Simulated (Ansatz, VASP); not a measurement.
# AlN: VASP beside Ansatz

```xyz
4
Lattice="3.3609 0.0000 0.0000 -1.6804 2.9106 0.0000 0.0000 0.0000 4.1400" Properties=species:S:1:pos:R:3 pbc="T T T"
Al    0.0000    1.9404    3.1050
Al    1.6805    0.9702    1.0350
N     0.0000    1.9404    1.0350
N     1.6805    0.9702    3.1050
```

Alike in both runs: task single point; functional PBEsol; k mesh 9 × 9 × 6; occupations gaussian, width 0.05 eV; no spin polarisation.

```csv
,VASP,Ansatz
version,VASP 6.6.1,Ansatz 0.2.0
potentials or method,"VASP PAW PBE potentials, release 64 (Al, N), cutoff 520 eV","scalar-relativistic, plane waves, PAW"
valence electrons in the cell,16,16
```

VASP gave:

```
gap on the k mesh at the Fermi level (eV)                     : 3.13
least direct gap on the mesh (eV)                             : 3.13
pressure (GPa)                                                : -7.5
traceless stress, the component that is largest in VASP (GPa) : 2.76
```

Question: Estimate Ansatz's values.

Answer: gap on the k mesh at the Fermi level (eV): 3.12; least direct gap on the mesh (eV): 3.12; pressure (GPa): -7.4; traceless stress, the component that is largest in VASP (GPa): 2.74.

VASP's potentials were made for PBE, not for PBEsol, and Ansatz warns of the same on its side. The functional is the same, so the differences come from potentials, cutoffs and numerics.
